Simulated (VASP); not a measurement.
# Al36N36F (a cell with a defect) in VASP: notebook, part 2 of 2

VASP 6.6.1. The steps go on from the part before.

## 3. Single point, r2SCAN

POSCAR

```
Al36N36F
1.0
    9.3892708692      0.0000000866      0.0000000000
   -4.6946355096      8.1313470524      0.0000000000
    0.0000000000      0.0000000000     10.0348065929
Al N F
36 36 1
Direct
    0.2228570172      0.1116220211      0.2507781816
    0.1120379787      0.2220077996      0.5002574462
    0.2222806308      0.1116576555      0.7523800529
    0.1117933261      0.2226903345      1.0014084942
    0.2190221967      0.4427738365      0.2506084131
    0.1117594231      0.5564314281      0.5001532418
    0.2203113913      0.4433627350      0.7494775033
    0.1112545154      0.5555492406      1.0009711658
    0.2228893552      0.7779787913      0.2506415431
    0.1168293649      0.8919824066      0.5025257561
    0.2223360796      0.7774324733      0.7520471211
    0.1115534481      0.8894509268      1.0013558210
    0.5564621474      0.1118711998      0.2506899760
    0.4425798347      0.2175303261      0.5022211370
    0.5566996869      0.1116516187      0.7521841952
    0.4449969266      0.2228433298      1.0015711722
    0.5568301241      0.4480047224      0.2488393239
    0.4433774154      0.5551075208      0.5024494047
    0.5550198975      0.4433875484      0.7493557113
    0.4422205004      0.5545274696      0.9954035886
    0.5574061550      0.7758306987      0.2486028646
    0.4429477425      0.8917498837      0.5021205586
    0.5553297705      0.7782582529      0.7492213978
    0.4451854424      0.8890936722      1.0013648277
    0.8912042839      0.1144559200      0.2506067094
    0.7778481828      0.2217404922      0.5001769875
    0.8902784305      0.1124256246      0.7493846838
    0.7784742362      0.2222400343      1.0012598236
    0.8904688873      0.4426298392      0.2503743075
    0.7787827610      0.5552303365      0.5025495190
    0.8896387385      0.4435686672      0.7493567177
    0.7785270594      0.5550567805      0.9954139234
    0.8868676472      0.7764648968      0.2490960951
    0.7792485039      0.8900127953      0.5025273179
    0.8909996548      0.7784294354      0.7490672654
    0.7788185604      0.8900302596      0.9951360347
    0.2230523972      0.1115561651      0.4413179343
    0.1120401095      0.2224484298      0.1915922091
    0.2226102862      0.1118396087      0.9424081488
    0.1119375781      0.2217105731      0.6904509095
    0.2221039280      0.4446474893      0.4416734763
    0.1118562880      0.5557505146      0.1916383257
    0.2196007342      0.4434212173      0.9388628497
    0.1117493935      0.5562583216      0.6908558496
    0.2232297033      0.7785709061      0.4416400524
    0.1117864804      0.8887513385      0.1922787246
    0.2227468924      0.7780557280      0.9426498515
    0.1140780325      0.8898888780      0.6932994596
    0.5560139378      0.1116936513      0.4415465639
    0.4461032144      0.2238418692      0.1921059407
    0.5561611086      0.1118746238      0.9427376943
    0.4444303927      0.2207365957      0.6929748338
    0.5522097330      0.4379155596      0.4499618949
    0.4320081253      0.5497309758      0.1832689827
    0.5553046287      0.4445058100      0.9398726121
    0.4440043801      0.5551611509      0.6932354184
    0.5527072244      0.7817627742      0.4500358830
    0.4465087168      0.8891067347      0.1924683526
    0.5554624728      0.7783804211      0.9398939130
    0.4447299655      0.8899186285      0.6932490981
    0.8893774818      0.1113429688      0.4414662027
    0.7790081040      0.2223167091      0.1915760417
    0.8903368070      0.1134977362      0.9396291147
    0.7781071351      0.2217970232      0.6909263374
    0.8891647889      0.4446022692      0.4415148269
    0.7853837779      0.5502453488      0.1835996638
    0.8900526811      0.4438342845      0.9396359631
    0.7786611432      0.5550935035      0.6933881759
    0.8972936659      0.7819173353      0.4503416653
    0.7862602259      0.9015640809      0.1832319247
    0.8900884420      0.7784770377      0.9397042463
    0.7790087219      0.8893488787      0.6934052810
    0.6672572685      0.6669286981      0.3115591408
```

INCAR.step1

```
SYSTEM = Al36N36F
  PREC = Accurate
  ENCUT = 580
  ISMEAR = -1
  SIGMA = 0.01
  LREAL = Auto
  LASPH = .True.
  NELM = 120
  NELECT = 294.0
  NBANDS = 190
  GGA = PE
  ALGO = Normal
  EDIFF = 1E-5
  LWAVE = .True.
  LCHARG = .False.
  GGA_COMPAT = .False.
  ISYM = -1
```

INCAR.step2

```
SYSTEM = Al36N36F
  PREC = Accurate
  ENCUT = 580
  EDIFF = 1E-6
  ISMEAR = -1
  SIGMA = 0.01
  LREAL = Auto
  LASPH = .True.
  NELM = 120
  ALGO = Normal
  ISIF = 2
  LWAVE = .False.
  LCHARG = .True.
  METAGGA = R2SCAN
  LMIXTAU = .True.
  LELF = .True.
  LVHAR = .True.
  NELECT = 294.0
  NBANDS = 190
  ISTART = 1
  GGA_COMPAT = .False.
  ISYM = -1
```

KPOINTS

```
explicit points
1
Reciprocal
  0.25000000   0.25000000   0.25000000 1
```

Potentials or basis: VASP PAW PBE potentials, release 64 (Al, N, F).

Command:

```bash
cat potpaw_PBE.64/Al/POTCAR potpaw_PBE.64/N/POTCAR potpaw_PBE.64/F/POTCAR > POTCAR
cp INCAR.step1 INCAR
mpirun -np 1 vasp_std > vasp.out
cp INCAR.step2 INCAR
mpirun -np 1 vasp_std > vasp.out
```

OUTCAR:

```text
SYSTEM = Al36N36F
   PREC = Accurate
   ENCUT = 580
   EDIFF = 1E-6
   ISMEAR = -1
   LREAL = Auto
   LASPH = .True.
   NELM = 120
   ISIF = 2
   METAGGA = R2SCAN
   NELECT = 294.0
   ISTART = 1
   ISYM = -1

 ion  position               nearest neighbor table
   1  0.223  0.112  0.251-  38 1.90  46 1.90  50 1.91  37 1.91   2 3.08  16 3.08   4 3.09  12 3.09
                            14 3.09  10 3.09  25 3.13   5 3.13  13 3.13   9 3.13  17 3.15  33 3.15
   2  0.112  0.222  0.500-  37 1.90  41 1.90  61 1.90  40 1.91   7 3.08   5 3.08  25 3.08  27 3.08
                             1 3.08   3 3.10  18 3.12  34 3.12  10 3.12  14 3.12  26 3.14   6 3.14
   3  0.222  0.112  0.752-  40 1.90  48 1.90  52 1.90  39 1.91  10 3.08   4 3.08  12 3.08  14 3.08
                            16 3.09   2 3.10  19 3.12  35 3.12  27 3.12   7 3.12  11 3.14  15 3.14
   4  0.112  0.223  0.001-  39 1.90  43 1.90  63 1.90  38 1.91   5 3.08  25 3.08   3 3.08   1 3.09
                             7 3.10  27 3.10  20 3.11  36 3.13  28 3.13  12 3.13  16 3.13   8 3.13
   5  0.219  0.443  0.251-  54 1.86  42 1.89  38 1.89  41 1.92   4 3.08  25 3.08   8 3.08   6 3.08
                             2 3.08  29 3.08  18 3.12   1 3.13   9 3.13  20 3.14  17 3.15  21 3.15
   6  0.112  0.556  0.500-  41 1.90  45 1.90  65 1.90  44 1.91   5 3.08   7 3.08   9 3.08  31 3.08
                            29 3.09  11 3.10  18 3.12  30 3.12  10 3.13  22 3.13  26 3.14   2 3.14
   7  0.220  0.443  0.749-  44 1.89  40 1.90  43 1.90  56 1.90  20 3.06  18 3.07   2 3.08   6 3.08
                             8 3.10   4 3.10  27 3.10  31 3.11   3 3.12  11 3.13  19 3.14  23 3.15
   8  0.111  0.556  0.001-  43 1.90  67 1.90  47 1.90  42 1.91  29 3.08   5 3.08  11 3.08   9 3.09
                             7 3.10  31 3.10  20 3.11  32 3.12  28 3.13   4 3.13  24 3.13  12 3.13
   9  0.223  0.778  0.251-  46 1.90  42 1.90  58 1.91  45 1.92   6 3.08  24 3.09  12 3.09   8 3.09
[... 89 lines left out ...]
  71  0.890  0.778  0.940-  36 1.90  32 1.90  12 1.90  35 1.91
  72  0.779  0.889  0.693-  35 1.90  27 1.90  23 1.90  34 1.92
  73  0.667  0.667  0.312-  21 1.89  17 1.89  33 1.89

IMPORTANT INFORMATION: All symmetrisations will be switched off!
NOSYMM: (Re-)initialisation of all symmetry stuff for point group C_1.

----------------------------------------------------------------------------------------

                                     Primitive cell

  volume of cell :     766.1316

[... 221 lines left out ...]
  volume of cell :      766.13
 maximum number of plane-waves:     24286
 NGX is ok and might be reduce to    80
   NGX = 37   NGY = 37   NGZ = 39

 number of electron     293.9999999 magnetization

 Free energy of the ion-electron system (eV)
  ---------------------------------------------------
  ext. energy  EPLUGINS =         0.00000000
  ---------------------------------------------------
  free energy    TOTEN  =      -700.27109226 eV

  energy without entropy =     -700.27067833  energy(sigma->0) =     -700.27088529

 E-fermi :   5.5304     XC(G=0): -11.3587

 val. band max:        5.4608544246   @ k =   0.2500   0.2500   0.2500
 cond. band min:       5.5968539559   @ k =   0.2500   0.2500   0.2500
 fundamental gap:      0.1359995313
 Fermi energy:         5.5304431625

 k-point     1 :       0.2500    0.2500    0.2500
  band No.  band energies     occupation
      1     -20.0851      2.00000
      2      -9.7941      2.00000
      3      -9.5110      2.00000
      4      -9.4738      2.00000
      5      -9.3311      2.00000
      6      -9.1033      2.00000
[... 151 lines left out ...]
    158      12.4476      0.00000
    159      12.5063      0.00000
 [bands above 159 left out]

------------------------ aborting loop because EDIFF is reached ----------------------------------------

  FORCE on cell =-STRESS in cart. coord.  units (eV):
  Direction    XX          YY          ZZ          XY          YZ          ZX
  --------------------------------------------------------------------------------------
  -------------------------------------------------------------------------------------
  Total      -20.1474240    -24.2575758    -23.1051834     -3.8423349      2.2401353      2.1858215
  in kB      -42.1334222    -50.7288019    -48.3188542     -8.0353060      4.6846964      4.5711124
  external PRESSURE =     -47.0603594 kB  Pullay stress =       0.0000000 kB

 VOLUME and BASIS-vectors are now :
 -----------------------------------------------------------------------------
  energy-cutoff  :      580.00
  volume of cell :      766.13
      direct lattice vectors                 reciprocal lattice vectors
     9.389270869  0.000000087  0.000000000     0.106504542  0.061490427  0.000000000
    -4.694635510  8.131347052  0.000000000    -0.000000001  0.122980853  0.000000000
     0.000000000  0.000000000 10.034806593     0.000000000  0.000000000  0.099653141

 POSITION                                       TOTAL-FORCE (eV/Angst)
 -----------------------------------------------------------------------------------
      1.56844      0.90764      2.51651         0.008927      0.007613      0.011940
      0.00971      1.80522      5.01999        -0.001701     -0.008427      0.004269
      1.56286      0.90793      7.54999         0.001318      0.003637      0.021751
      0.00421      1.81077      0.01413         0.004621     -0.002617     -0.000110
     -0.02220      3.60035      2.51481         0.022285      0.009168     -0.015205
     -1.56290      4.52454      5.01894        -0.002449     -0.004389     -0.000413
[... 65 lines left out ...]
      3.13916      7.23160      6.95819         0.002399     -0.007605     -0.021582
      3.13407      5.42303      3.12644        -0.000676      0.016967     -0.216111
 -----------------------------------------------------------------------------------
    total drift:                                0.002307     -0.000133      0.072790

  FREE ENERGIE OF THE ION-ELECTRON SYSTEM (eV)
  ---------------------------------------------------
  free  energy   TOTEN  =      -700.2710922610 eV

  energy  without entropy=     -700.2706783280  energy(sigma->0) =     -700.27088529
```

Wall time 13 min (1 thread of Intel Xeon 6975P-C (Granite Rapids), shared host); peak memory 1.2 GiB.

What came out:

```
Free energy   : -700.2711 eV
Largest force : 0.217 eV/Å
```

Forces in eV/Å, atoms in the order of the input:
```
Al   0.009  0.008  0.012
Al  -0.002 -0.008  0.004
Al   0.001  0.004  0.022
Al   0.005 -0.003  0.000
Al   0.022  0.009 -0.015
Al  -0.002 -0.004  0.000
Al   0.002 -0.002  0.000
Al   0.001 -0.005 -0.003
Al   0.000  0.008  0.006
Al  -0.017 -0.007  0.002
Al  -0.003  0.000  0.015
Al   0.001  0.002  0.008
Al  -0.002  0.001  0.006
Al  -0.006  0.011  0.005
Al  -0.001  0.000  0.018
Al  -0.006 -0.015  0.013
Al   0.006  0.188  0.056
Al  -0.011 -0.019  0.026
Al   0.001 -0.008  0.012
Al  -0.011 -0.009  0.029
Al   0.156 -0.119  0.057
Al   0.009 -0.016 -0.002
Al  -0.004  0.001  0.018
Al  -0.005 -0.001  0.007
Al   0.001  0.006 -0.014
Al  -0.008  0.000  0.002
Al  -0.001  0.000 -0.003
Al  -0.011 -0.005  0.005
Al  -0.004  0.004 -0.017
Al   0.012 -0.011  0.036
Al  -0.002 -0.003 -0.002
Al   0.006 -0.009  0.021
Al  -0.166 -0.103  0.058
Al  -0.006  0.011  0.033
Al  -0.007  0.000  0.013
Al  -0.006  0.008  0.013
N    0.019 -0.005  0.008
N   -0.022  0.003 -0.006
N    0.002  0.006 -0.012
N   -0.011  0.002 -0.006
N    0.015  0.013 -0.010
N   -0.012 -0.019 -0.003
N    0.015  0.012 -0.007
N   -0.003 -0.008 -0.003
N    0.006  0.018  0.010
N   -0.006 -0.005 -0.011
N    0.009  0.005 -0.009
N   -0.004 -0.005 -0.014
N   -0.011 -0.005  0.012
N   -0.010 -0.006 -0.015
N    0.009  0.003 -0.011
N   -0.003  0.005 -0.015
N    0.000  0.029  0.005
N   -0.022 -0.002  0.020
N    0.012  0.017 -0.019
N   -0.002  0.003 -0.021
N    0.012  0.006  0.012
N   -0.006 -0.005 -0.014
N    0.015  0.007 -0.020
N    0.007 -0.005 -0.014
N    0.009  0.001 -0.012
N    0.009  0.003 -0.004
N    0.005  0.001 -0.008
N    0.002  0.006 -0.005
N    0.006  0.006 -0.008
N    0.007 -0.008  0.007
N    0.001  0.010 -0.006
N   -0.001  0.003 -0.017
N   -0.005 -0.001 -0.003
N    0.004 -0.011  0.012
N    0.001  0.004 -0.016
N    0.002 -0.008 -0.022
F   -0.001  0.017 -0.216
```

Caveat: the cell carries a net charge on a neutralising background, which shifts energy and pressure; the cell is charged against a uniform background, so pressure and absolute levels hang on convention; the PAW data sets were made with another functional, which shifts forces and pressure a little.
